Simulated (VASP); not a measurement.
Input of a VASP 6.6.1 run:

INCAR

```
PREC = Accurate ; ENCUT = 520
EDIFF = 1E-7 ; ISMEAR = -1
SIGMA = 0.1 ; LREAL = False
LASPH = True ; NELM = 80
ALGO = Normal ; ISIF = 2
LWAVE = False ; LCHARG = True
GGA = PS ; LELF = True
LVHAR = True ; NBANDS = 22
```

File KPOINTS:

```
Automatic mesh
0
Gamma
  6 6 9
```

Contents of POSCAR:

```
Sr
1.0
    6.4481709769      0.0000000000      0.0000000000
   -3.2240854885      5.5842798739      0.0000000000
    0.0000000000      0.0000000000      3.8464509826
Sr
3
Direct
    0.0000000000      1.0000000000      0.0000000000
    0.3333333333      0.6666666667      0.5000000000
    0.6666666667      0.3333333333      0.5000000000
```

Potentials or basis: VASP PAW PBE potentials, release 64 (Sr_sv).

Launch:

```sh
$ cat potpaw_PBE.64/Sr_sv/POTCAR > POTCAR
$ mpirun -np 1 vasp_std > vasp.out
```

(1) Estimate the pressure.

(2) What does it give for the band gap on the k mesh?

Answers

(1) 1.8 GPa.

(2) zero (bands 15 and 16 overlap by 0.40 eV).

Caveat: the PAW data sets were made with another functional, which shifts forces and pressure a little.
